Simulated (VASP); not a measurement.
Here is a VASP 6.6.1 calculation.

INCAR

```
SYSTEM = Fe
PREC = Accurate ; ENCUT = 520
EDIFF = 1E-6 ; ISMEAR = 0
SIGMA = 0.1 ; LREAL = .False.
LASPH = .True. ; NELM = 150
ALGO = Normal ; ISIF = 2
LWAVE = .False. ; LCHARG = .False.
ISPIN = 2 ; MAGMOM = 2.44
LORBIT = 11 ; LMAXMIX = 4
GGA = PE ; NBANDS = 14
```

KPOINTS

```
regular mesh
0
Gamma
  20 20 20
  0 0 0
```

The input POSCAR:

```
Fe
1.0
   -1.4435574557      1.4435574557      1.4435574557
    1.4435574557     -1.4435574557      1.4435574557
    1.4435574557      1.4435574557     -1.4435574557
Fe
1
Direct
    0.0000000000      0.0000000000      0.0000000000
```

Potentials or basis: VASP PAW PBE potentials, release 64 (Fe).

The run is started by

```bash
$ cat potpaw_PBE.64/Fe/POTCAR > POTCAR
$ mpirun -np 1 vasp_std > vasp.out
```

Question: What does it give for the site moments?

Answer: Fe +2.29 μB.

Question: Predict the net moment.

Answer: 2.29 μB per cell.

Question: Predict the pressure.

Answer: -9.5 GPa.
